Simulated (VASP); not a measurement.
# Ni (Fm-3m) in VASP: single point with PBE

Aim: the single point of Ni with PBE.

Everything below comes from runs of VASP 6.6.1. Logs are shortened: lines on timing, memory, paths and dates and some standing lists are left out, and cuts for length are marked.

## 1. The cell of the first run

Symmetry: Fm-3m, No. 225, cubic system. The conventional cell has a = 3.536 Å, b = 3.536 Å, c = 3.536 Å, α = 90.00°, β = 90.00°, γ = 90.00°. Ni (site symmetry m-3m) has 12 Ni at 2.50 Å within 3.3 Å.

## 2. Single point, PBE

Contents of INCAR:

```
PREC = Accurate
ENCUT = 520
EDIFF = 1E-7
ISMEAR = -1
SIGMA = 0.05
LREAL = False
LASPH = True
NELM = 60
ALGO = Normal
ISIF = 2
LWAVE = False
LCHARG = True
GGA = PE
LELF = True
LVHAR = True
ISYM = 0
NBANDS = 17
```

Contents of KPOINTS:

```
Automatic mesh
0
Gamma
  8 13 10
```

Contents of POSCAR:

```
Ni
1.0
   -1.7680500000     -3.5361000000     -1.7680500000
   -1.7680500000      0.0000000000     -1.7680500000
    1.7680500000      0.0000000000     -1.7680500000
Ni
2
Direct
    0.0000000000      0.0000000000      0.0000000000
    0.5000000000      0.0000000000      0.5000000000
```

Potentials or basis: VASP PAW PBE potentials, release 64 (Ni).

The run is started by

```
> cat potpaw_PBE.64/Ni/POTCAR > POTCAR
> mpirun -np 1 vasp_std > vasp.out
```

OUTCAR:

```text
PREC = Accurate
   ENCUT = 520
   EDIFF = 1E-7
   ISMEAR = -1
   LREAL = False
   LASPH = True
   NELM = 60
   ISIF = 2
   GGA = PE
   ISYM = 0

 ion  position               nearest neighbor table
   1  0.000  0.000  0.000-   2 2.50   2 2.50   2 2.50   2 2.50   2 2.50   2 2.50   2 2.50   2 2.50

   2  0.500  0.000  0.500-   1 2.50   1 2.50   1 2.50   1 2.50   1 2.50   1 2.50   1 2.50   1 2.50

IMPORTANT INFORMATION: All symmetrisations will be switched off!
NOSYMM: (Re-)initialisation of all symmetry stuff for point group C_1.

----------------------------------------------------------------------------------------

                                     Primitive cell

  volume of cell :      22.1077

  direct lattice vectors                    reciprocal lattice vectors
    -1.768050000 -3.536100000 -1.768050000     0.000000000 -0.282797432  0.000000000
    -1.768050000  0.000000000 -1.768050000    -0.282797432  0.282797432 -0.282797432
     1.768050000  0.000000000 -1.768050000     0.282797432  0.000000000 -0.282797432

  length of vectors
     4.330820340  2.500400289  2.500400289     0.282797432  0.489819521  0.399935964

  position of ions in fractional coordinates (direct lattice)
     0.000000000  0.000000000  0.000000000
     0.500000000  0.000000000  0.500000000

  ion indices of the primitive-cell ions
   primitive index   ion index
                 1           1
                 2           2

----------------------------------------------------------------------------------------

 KPOINTS: Automatic mesh

Automatic generation of k-mesh.
 Grid dimensions read from file:
 generate k-points for:    8   13   10

 Generating k-lattice:

  Cartesian coordinates                     Fractional coordinates (reciprocal lattice)
     0.000000000 -0.035349679  0.000000000     0.125000000  0.000000000  0.000000000
    -0.021753649  0.021753649 -0.021753649     0.000000000  0.076923077  0.000000000
     0.028279743  0.000000000 -0.028279743     0.000000000  0.000000000  0.100000000

  Length of vectors
     0.035349679  0.037678425  0.039993596

  Shift w.r.t. Gamma in fractional coordinates (k-lattice)
     0.000000000  0.000000000  0.000000000

 -----------------------------------------------------------------------------
|                                                                             |
|           W    W    AA    RRRRR   N    N  II  N    N   GGGG   !!!           |
|           W    W   A  A   R    R  NN   N  II  NN   N  G    G  !!!           |
[... 62 lines left out ...]
   ISPIN  =      1    spin polarized calculation?
   LNONCOLLINEAR =      F non collinear calculations
   LSORBIT =      F    spin-orbit coupling
   LASPH  =      T    aspherical Exc in radial PAW
   ENCUT  =  520.0 eV  38.22 Ry    6.18 a.u.   8.05  4.65  4.65*2*pi/ulx,y,z
   NELM   =     60;   NELMIN=  2; NELMDL= -5     # of ELM steps
   EDIFF  = 0.1E-06   stopping-criterion for ELM
   LREAL  =      F    real-space projection
   EDIFFG = 0.1E-05   stopping-criterion for IOM
   NSW    =      0    number of steps for IOM
   IBRION =     -1    ionic relax: 0-MD 1-quasi-New 2-CG
   NFREE  =      0    steps in history (QN), initial steepest desc. (CG)
   ISIF   =      2    stress and relaxation
   ISYM   =      0    0-nonsym 1-usesym 2-fastsym
   POTIM  = 0.5000    time-step for ionic-motion
   TEBEG  =    0.0;   TEEND  =   0.0 temperature during run
   PSTRESS=    0.0 pullay stress
   NELECT =      20.0000    total number of electrons
   NUPDOWN=      -1.0000    fix difference up-down
   EMIN   =  10.00;   EMAX   =-10.00  energy-range for DOS
   EFERMI =   0.00;   METHOD = LEGACY
   ISMEAR =    -1;   SIGMA  =   0.05  broadening in eV -4-tet -1-fermi 0-gaus
   EFERMI_NEDOS =   21; number of points for ismear=-14 and -15
   IALGO  =     38    algorithm
   IMIX   =      4    mixing-type and parameters
     AMIX     =   0.40;   BMIX     =  1.00
     AMIX_MAG =   1.60;   BMIX_MAG =  1.00
  volume/ion in A,a.u.               =      11.05        74.60
  Fermi-wavevector in a.u.,A,eV,Ry     =   1.583326  2.992052 34.108726  2.506921
  Thomas-Fermi vector in A             =   2.683113
   LORBIT       =      0    0 simple, 1 ext, 2 COOP (PROOUT), +10 PAW based schemes
   GGA     = PE    functional components
   LHFCALC =     F    Hartree Fock is set to
   AEXX    =    0.0000 exact exchange contribution
   IVDW    =     0    specifies the selected vdW correction
   LEPSILON=     F    determine dielectric tensor
   LRPA    =     F    only Hartree local field effects (RPA)
 non-spin polarized calculation
  energy-cutoff  :      520.00
  volume of cell :       22.11
 maximum number of plane-waves:       613
   NGX = 17   NGY =  9   NGZ =  9

 number of electron      19.9999987 magnetization

 Free energy of the ion-electron system (eV)
  ---------------------------------------------------
  ext. energy  EPLUGINS =         0.00000000
  ---------------------------------------------------
  free energy    TOTEN  =       -10.84944559 eV

  energy without entropy =      -10.79136347  energy(sigma->0) =      -10.82040453

 E-fermi :   8.9674     XC(G=0): -13.1600

 val. band max:        8.9663433312   @ k =   0.0000   0.0000   0.2000
 cond. band min:       8.9691928589   @ k =  -0.2500   0.0000   0.3000
 fundamental gap:      0.0028495277
 Fermi energy:         8.9674316859

 k-point     1 :       0.0000    0.0000    0.0000
  band No.  band energies     occupation
      1       0.2354      2.00000
      2       4.7913      2.00000
      3       5.3706      2.00000
      4       7.1600      2.00000
      5       7.1614      2.00000
      6       7.1616      2.00000
[... 457 lines left out ...]
      4       6.8227      2.00000
      5       7.3720      2.00000
      6       7.4336      2.00000
[... 9 lines left out ...]
     16      28.1918      0.00000
     17      29.3724      0.00000

 [... further k-points ...]
[... 5 lines left out ...]
  --------------------------------------------------------------------------------------
  -------------------------------------------------------------------------------------
  Total       -0.5483371     -0.5088712     -0.5483369     -0.0016682     -0.0016682     -0.0023121
  in kB      -39.7387860    -36.8786380    -39.7387719     -0.1208975     -0.1208970     -0.1675632
  external PRESSURE =     -38.7853987 kB  Pullay stress =       0.0000000 kB

 VOLUME and BASIS-vectors are now :
 -----------------------------------------------------------------------------
  energy-cutoff  :      520.00
  volume of cell :       22.11
      direct lattice vectors                 reciprocal lattice vectors
    -1.768050000 -3.536100000 -1.768050000     0.000000000 -0.282797432  0.000000000
    -1.768050000  0.000000000 -1.768050000    -0.282797432  0.282797432 -0.282797432
     1.768050000  0.000000000 -1.768050000     0.282797432  0.000000000 -0.282797432

 POSITION                                       TOTAL-FORCE (eV/Angst)
 -----------------------------------------------------------------------------------
      0.00000      0.00000      0.00000        -0.000000      0.000000      0.000000
      0.00000     -1.76805     -1.76805         0.000000     -0.000000     -0.000000
 -----------------------------------------------------------------------------------
    total drift:                                0.000000     -0.000000     -0.000000

  FREE ENERGIE OF THE ION-ELECTRON SYSTEM (eV)
  ---------------------------------------------------
  free  energy   TOTEN  =       -10.8494455925 eV

  energy  without entropy=      -10.7913634714  energy(sigma->0) =      -10.82040453
```

OSZICAR:

```text
N       E                     dE             d eps       ncg     rms          rms(c)
DAV:   1     0.878921659620E+02    0.87892E+02   -0.93775E+03 18860   0.166E+03
DAV:   2    -0.980557292162E+01   -0.97698E+02   -0.92045E+02 17850   0.253E+02
DAV:   3    -0.128963373681E+02   -0.30908E+01   -0.30100E+01 19721   0.595E+01
DAV:   4    -0.129371370065E+02   -0.40800E-01   -0.40776E-01 23151   0.576E+00
DAV:   5    -0.129379692362E+02   -0.83223E-03   -0.83219E-03 20456   0.735E-01    0.135E+01
DAV:   6    -0.116051020283E+02    0.13329E+01   -0.11296E+01 18753   0.715E+01    0.860E+00
DAV:   7    -0.108832368229E+02    0.72187E+00   -0.23459E+00 18782   0.299E+01    0.228E+00
DAV:   8    -0.108533642123E+02    0.29873E-01   -0.15973E-02 27094   0.193E+00    0.698E-01
DAV:   9    -0.108519810729E+02    0.13831E-02   -0.65225E-03 27077   0.180E+00    0.640E-01
DAV:  10    -0.108494642113E+02    0.25169E-02   -0.40208E-03 26692   0.150E+00    0.598E-02
DAV:  11    -0.108494444503E+02    0.19761E-04   -0.19832E-04 20785   0.141E-01    0.485E-02
DAV:  12    -0.108494464332E+02   -0.19828E-05   -0.17006E-05 26256   0.599E-02    0.132E-02
DAV:  13    -0.108494453041E+02    0.11290E-05   -0.14617E-06 20226   0.171E-02    0.385E-03
DAV:  14    -0.108494455372E+02   -0.23308E-06   -0.11249E-07  9677   0.625E-03    0.804E-04
DAV:  15    -0.108494455925E+02   -0.55223E-07   -0.22003E-08  9319   0.190E-03
   1 F= -.10849446E+02 E0= -.10820405E+02  d E =-.580821E-01
```

stdout:

```text
POSCAR found type information on POSCAR Ni
 POSCAR found :  1 types and       2 ions
 scaLAPACK will be used
 LDA part: xc-table for (Slater+PW92), standard interpolation
 -----------------------------------------------------------------------------
|                                                                             |
|           W    W    AA    RRRRR   N    N  II  N    N   GGGG   !!!           |
|           W    W   A  A   R    R  NN   N  II  NN   N  G    G  !!!           |
|           W    W  A    A  R    R  N N  N  II  N N  N  G       !!!           |
|           W WW W  AAAAAA  RRRRR   N  N N  II  N  N N  G  GGG   !            |
|           WW  WW  A    A  R   R   N   NN  II  N   NN  G    G                |
|           W    W  A    A  R    R  N    N  II  N    N   GGGG   !!!           |
|                                                                             |
|     Your reciprocal lattice and k-lattice belong to different lattice       |
|     classes:                                                                |
|                                                                             |
|        The reciprocal lattice is simple tetragonal,                         |
|        whereas your k-lattice is simple monoclinic.                         |
|                                                                             |
|     Results are often still useful ...                                      |
|                                                                             |
 -----------------------------------------------------------------------------

 POSCAR, INCAR and KPOINTS ok, starting setup
 FFT: planning ... GRIDC
 FFT: planning ... GRID_SOFT
 FFT: planning ... GRID
 WAVECAR not read
 entering main loop
```

Wall time 3.5 min (1 thread of Intel Xeon 8259CL, shared host); peak memory 0.27 GiB.

Results:

- Free energy: -10.8494 eV
- Pressure: -3.9 GPa
- Band gap on the k mesh: zero (bands 10 and 11 overlap by 0.69 eV)

Levels at points of the mesh, in eV from the Fermi level:
| k point | band 8 | band 9 | band 10 | band 11 | band 12 | band 13 |
| --- | --- | --- | --- | --- | --- | --- |
| (0.00, 0.00, 0.00) | -0.74 | -0.03 | 0.16 | 0.16 | 2.61 | 9.39 |
| (0.50, 0.00, 0.00) | -0.97 | -0.97 | -0.97 | -0.39 | -0.39 | 19.28 |
| (0.00, 0.00, 0.50) | -1.17 | -0.76 | -0.76 | 1.42 | 1.42 | 11.67 |
| (0.50, 0.00, 0.50) | -0.11 | -0.02 | -0.02 | -0.02 | -0.02 | 5.96 |

Caveat: the cell stands under tension; the run has no spin polarisation, though such a crystal can be magnetic. Spin polarisation is off, so any magnetic state and its effect on volume and gap are missing.
